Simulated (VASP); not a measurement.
# Fe (Fmmm) in VASP: settings compared, part 2 of 2

VASP 6.6.1.

### Step 4. Relaxation of cell and atoms, PBEsol+D3(BJ), collinear spin, ferromagnetic start

INCAR reads:

```
ALGO = Normal
EDIFF = 1E-6
EDIFFG = -0.01
ENCUT = 600
GGA = PS
IBRION = 2
ISIF = 3
ISMEAR = -1
ISPIN = 2
IVDW = 12
LASPH = T
LCHARG = F
LMAXMIX = 4
LORBIT = 11
LREAL = F
LWAVE = F
MAGMOM = 3
NELM = 150
NSW = 60
PREC = Accurate
SIGMA = 0.05
```

KPOINTS reads:

```
k-points
0
Gamma
  13 13 13
```

POSCAR reads:

```
Fe
1.0
    0.0000000000      1.9417396906      1.9651051623
    1.4984397099      0.0000000000      1.9651051623
    1.4984397099      1.9417396906      0.0000000000
Fe
1
Direct
    0.0000000000      0.0000000000      0.0000000000
```

Potentials or basis: VASP PAW PBE potentials, release 64 (Fe).

Started as:

```sh
$ cat potpaw_PBE.64/Fe/POTCAR > POTCAR
$ mpirun -np 1 vasp_std > vasp.out
```

OUTCAR:

```text
EDIFF = 1E-6
   EDIFFG = -0.01
   ENCUT = 600
   GGA = PS
   IBRION = 2
   ISIF = 3
   ISMEAR = -1
   ISPIN = 2
   IVDW = 12
   LASPH = T
   LORBIT = 11
   LREAL = F
   NELM = 150
   NSW = 60
   PREC = Accurate
 IVDW          = 12

 ion  position               nearest neighbor table
   1  0.000  0.000  0.000-

  LATTYP: Found a face centered orthorhombic cell.
 ALAT       =     2.9968794198
 B/A-ratio  =     1.2958410524
 C/A-ratio  =     1.3114342535

  Lattice vectors:

 A1 = (   0.0000000000,   1.9417396906,   1.9651051623)
 A2 = (   1.4984397099,   0.0000000000,   1.9651051623)
 A3 = (   1.4984397099,   1.9417396906,   0.0000000000)

Analysis of symmetry for initial positions (statically):
=====================================================================
 Subroutine PRICEL returns:
 Original cell was already a primitive cell.

 Routine SETGRP: Setting up the symmetry group for a
 face centered orthorhombic supercell.

 Subroutine GETGRP returns: Found  8 space group operations
 (whereof  8 operations were pure point group operations)
 out of a pool of  8 trial point group operations.

The static configuration has the point symmetry D_2h.

Analysis of symmetry for dynamics (positions and initial velocities):
[... 292 lines left out ...]

------------------------ aborting loop because EDIFF is reached ----------------------------------------
[... 73 lines left out ...]
--------------------------------------- Ionic step       13  -------------------------------------------

 number of electron       8.0000000 magnetization       2.0319684

 Free energy of the ion-electron system (eV)
  ---------------------------------------------------
  ext. energy  EPLUGINS =         0.00000000
  ---------------------------------------------------
  free energy    TOTEN  =        -8.91804630 eV

  energy without entropy =       -8.90972097  energy(sigma->0) =       -8.91388364

 E-fermi :   6.5413     XC(G=0): -13.7096

 val. band max:        6.5308287587   @ k =  -0.4615   0.0769   0.3846
 cond. band min:       6.5479054637   @ k =  -0.1538   0.1538   0.1538
 fundamental gap:      0.0170767050
 Fermi energy:         6.5413325005

 spin component 1

 k-point     1 :       0.0000    0.0000    0.0000
  band No.  band energies     occupation
      1      -2.4994      1.00000
      2       4.0247      1.00000
      3       4.0280      1.00000
      4       4.0348      1.00000
      5       5.4390      1.00000
      6       5.4473      1.00000
      7      32.1073      0.00000
      8      32.1349      0.00000
      9      32.1462      0.00000
     10      37.7265      0.00000
[... 287 lines left out ...]
 k-point    24 :       0.4615    0.1538   -0.0000
  band No.  band energies     occupation
      1       1.6001      1.00000
      2       2.9738      1.00000
      3       3.9723      1.00000
      4       5.3754      1.00000
      5       5.8836      1.00000
      6       8.0470      0.00000
      7      17.4785      0.00000
      8      22.3105      0.00000
      9      27.4490      0.00000
     10      33.0793      0.00000

 [... further k-points ...]

 spin component 2

 k-point     1 :       0.0000    0.0000    0.0000
  band No.  band energies     occupation
      1      -2.2381      1.00000
      2       5.7822      1.00000
      3       5.7867      1.00000
      4       5.7954      1.00000
      5       7.9515      0.00000
      6       7.9640      0.00000
      7      32.0408      0.00000
      8      32.0687      0.00000
      9      32.0802      0.00000
     10      38.0577      0.00000
[... 331 lines left out ...]
  FREE ENERGIE OF THE ION-ELECTRON SYSTEM (eV)
  ---------------------------------------------------
  free  energy   TOTEN  =        -9.2757918541 eV

  energy  without entropy=       -9.2674665197  energy(sigma->0) =       -9.27162919

 reached required accuracy - stopping structural energy minimisation

 total charge

# of ion       s       p       d       tot
------------------------------------------
    1        0.523   0.614   6.304   7.441

 magnetization (x)

# of ion       s       p       d       tot
------------------------------------------
    1       -0.013  -0.051   2.074   2.011
```

OSZICAR:

```text
N       E                     dE             d eps       ncg     rms          rms(c)
DAV:   1     0.200892034698E+02    0.20089E+02   -0.44508E+03 14226   0.109E+03
DAV:   2    -0.936273189112E+01   -0.29452E+02   -0.27405E+02 13834   0.141E+02
DAV:   3    -0.996058515108E+01   -0.59785E+00   -0.59217E+00 15450   0.254E+01
[... 97 lines left out ...]
DAV:   2    -0.891803355476E+01    0.28893E-06   -0.69056E-07  7798   0.106E-02
  12 F= -.92757917E+01 E0= -.92716290E+01  d E =-.604493E-04  mag=     2.0319
       N       E                     dE             d eps       ncg     rms          rms(c)
DAV:   1    -0.891804773209E+01   -0.13888E-04   -0.60582E-05 15794   0.739E-02    0.929E-03
DAV:   2    -0.891804664318E+01    0.10889E-05   -0.24159E-06  8560   0.195E-02    0.557E-03
DAV:   3    -0.891804630483E+01    0.33835E-06   -0.50275E-07  6984   0.910E-03
  13 F= -.92757919E+01 E0= -.92716292E+01  d E =-.606329E-04  mag=     2.0320
```

Wall time 10 min (1 thread of Oxide Virtual Turin-like, shared host); peak memory 0.2 GiB.

Results:

```
Free energy                                           : -9.2758 eV
Relaxed volume                                        : 10.54 Å³/atom
Relaxed cell                                          : a = 2.761 Å, b = 2.393 Å, c = 2.392 Å, α = 70.49°, β = 54.76°, γ = 54.74°
Space group after relaxing (to 0.1 Å)                 : Im-3m (No. 229)
Energy gained by relaxing                             : 65.7 meV/atom
Ionic steps                                           : 13
Pressure after relaxing                               : 0.0 GPa
Band gap on the k mesh                                : zero (filled and empty bands overlap)
Net moment                                            : 2.03 μB per cell
Site moments                                          : Fe +2.01 μB
Valence electrons inside the program's atomic spheres : Fe 7.44
Dispersion energy per atom                            : -0.358 eV
```

The path:
| step | energy change (eV) | largest force (eV/Å) | pressure (GPa) | volume (Å³) |
| --- | --- | --- | --- | --- |
| 1 | 0.0000 | 0.0000 | -15.02 | 11.44 |
| 2 | -0.0015 | 0.0000 | 23.56 | 9.75 |
| 3 | -0.0508 | 0.0000 | 0.98 | 10.52 |
| 4 | -0.0615 | 0.0000 | 1.23 | 10.49 |
| 5 | -0.0650 | 0.0000 | 1.75 | 10.47 |
| 6 | -0.0651 | 0.0000 | 1.92 | 10.46 |
| 7 | -0.0646 | 0.0000 | -2.73 | 10.67 |
| 8 | -0.0657 | 0.0000 | -0.13 | 10.55 |
| 9 | -0.0657 | 0.0000 | -0.24 | 10.55 |
| 10 | -0.0657 | 0.0000 | -0.06 | 10.54 |
| 11 | -0.0657 | 0.0000 | -0.07 | 10.54 |
| 12 | -0.0657 | 0.0000 | -0.09 | 10.54 |
| 13 | -0.0657 | 0.0000 | -0.02 | 10.54 |

Final structure:
```
Fe
1.0
     0.00000    1.95225    1.95297
     1.38260    0.00000    1.95297
     1.38260    1.95225    0.00000
Fe
1
Direct
  0.00000 0.00000 0.00000
```

Levels at points of the mesh, in eV from the Fermi level:
Spin up:
| k point | band 1 | band 2 | band 3 | band 4 | band 5 | band 6 | band 7 | band 8 | band 9 | band 10 |
| --- | --- | --- | --- | --- | --- | --- | --- | --- | --- | --- |
| (0.00, 0.00, 0.00) | -9.04 | -2.52 | -2.51 | -2.51 | -1.10 | -1.09 | 25.57 | 25.59 | 25.60 | 31.19 |
Spin down:
| k point | band 1 | band 2 | band 3 | band 4 | band 5 | band 6 | band 7 | band 8 |
| --- | --- | --- | --- | --- | --- | --- | --- | --- |
| (0.00, 0.00, 0.00) | -8.78 | -0.76 | -0.75 | -0.75 | 1.41 | 1.42 | 25.50 | 25.53 |

Caveat: the PAW data sets were made with another functional, which shifts forces and pressure a little.

### Step 5. Relaxation of cell and atoms, RPBE+D4, collinear spin, ferromagnetic start

INCAR reads:

```
SYSTEM = Fe
  PREC = Accurate
  ENCUT = 600
  EDIFF = 1E-6
  ISMEAR = -1
  SIGMA = 0.05
  LREAL = .FALSE.
  LASPH = .TRUE.
  NELM = 150
  ALGO = Fast
  ISIF = 3
  LWAVE = .FALSE.
  LCHARG = .FALSE.
  ISPIN = 2
  MAGMOM = 3
  LORBIT = 11
  LMAXMIX = 4
  GGA = RP
  IVDW = 13
  IBRION = 2
  NSW = 60
  EDIFFG = -0.01
```

KPOINTS reads:

```
regular mesh
0
G
  13 13 13
  0 0 0
```

POSCAR is that of step 4.

Started as:

```sh
$ cat potpaw_PBE.64/Fe/POTCAR > POTCAR
$ mpirun -np 1 vasp_std > vasp.out
```

Run time: 11 min. Hardware: 1 thread of Oxide Virtual Turin-like, shared host; peak memory 0.19 GiB.

The run converged. Its results:

```
Free energy                                           : -8.4335 eV
Relaxed volume                                        : 11.09 Å³/atom
Relaxed cell                                          : a = 2.809 Å, b = 2.433 Å, c = 2.433 Å, α = 70.51°, β = 54.75°, γ = 54.75°
Space group after relaxing (to 0.1 Å)                 : Im-3m (No. 229)
Energy gained by relaxing                             : 22.5 meV/atom
Ionic steps                                           : 12
Pressure after relaxing                               : 0.1 GPa
Net moment                                            : 2.12 μB per cell
Site moments                                          : Fe +2.12 μB
Valence electrons inside the program's atomic spheres : Fe 7.31
Dispersion energy per atom                            : -0.693 eV
```

Stress tensor (GPa, compression positive):
```
0.02 0.00 0.00
0.00 0.13 0.00
0.00 0.00 0.09
```

The path:
```
step  energy change (eV)  largest force (eV/Å)  pressure (GPa)  volume (Å³)
   1              0.0000                0.0000           -4.30        11.44
   2             -0.0111                0.0000            3.08        10.93
   3             -0.0111                0.0000            3.07        10.95
   4             -0.0197                0.0000            3.17        10.93
   5             -0.0207                0.0000            3.49        10.92
   6             -0.0206                0.0000           -3.18        11.28
   7             -0.0225                0.0000           -0.07        11.09
   8             -0.0225                0.0000            0.09        11.09
   9             -0.0225                0.0000            0.13        11.09
  10             -0.0225                0.0000            0.14        11.09
  11             -0.0225                0.0000            0.10        11.09
  12             -0.0225                0.0000            0.08        11.09
```

Final structure:
```
CELL_PARAMETERS angstrom
0.00000 1.98624 1.98610
1.40562 0.00000 1.98610
1.40562 1.98624 0.00000
ATOMIC_POSITIONS crystal
Fe 0.00000 0.00000 0.00000
```

Levels at points of the mesh, in eV from the Fermi level:
Spin up:
```csv
k point,band 2,band 3,band 4,band 5,band 6,band 7,band 8,band 9
"(0.00, 0.00, 0.00)",-2.35,-2.35,-2.35,-1.13,-1.12,25.24,25.25,25.26
```
Spin down:
```tsv
k point	band 1	band 2	band 3	band 4	band 5	band 6	band 7	band 8
(0.00, 0.00, 0.00)	-8.44	-0.48	-0.48	-0.48	1.68	1.68	24.90	24.92
```

Caveat: the PAW data sets were made with another functional, which shifts forces and pressure a little.

### Step 6. Summary

| task | level | cell | cutoff (eV) | smearing | gap on the mesh (eV) | pressure (GPa) | moment (μB) | relaxed volume (Å³/atom) |
| --- | --- | --- | --- | --- | --- | --- | --- | --- |
| single point | PBEsol | a = 2.763, b = 2.471, c = 2.453 Å, angles 68.3, 56.2, 55.6°, 1 atom | 520 | gaussian 0.1 eV | none | -10.4 | 2.20 | - |
| relaxation of cell and atoms | PBEsol+D4 | relaxed from a = 2.763, b = 2.471, c = 2.453 Å, angles 68.3, 56.2, 55.6°, 1 atom | 600 | fermi-dirac 0.05 eV | none | 0.0 | 2.05 | 10.65 |
| relaxation of cell and atoms | PBEsol+D3(BJ) | relaxed from a = 2.763, b = 2.471, c = 2.453 Å, angles 68.3, 56.2, 55.6°, 1 atom | 600 | fermi-dirac 0.05 eV | none | 0.0 | 2.03 | 10.54 |
| relaxation of cell and atoms | RPBE+D4 | relaxed from a = 2.763, b = 2.471, c = 2.453 Å, angles 68.3, 56.2, 55.6°, 1 atom | 600 | fermi-dirac 0.05 eV | none | 0.1 | 2.12 | 11.09 |

Alike in all rows: potentials or basis VASP PAW PBE potentials, release 64 (Fe); spin collinear, ferromagnetic start; k mesh 13 × 13 × 13.

Caveats: the PAW data sets were made with another functional, which shifts forces and pressure a little; the cell stands under tension (at least some runs).

Absolute energies hang on the potentials; compare differences alone.
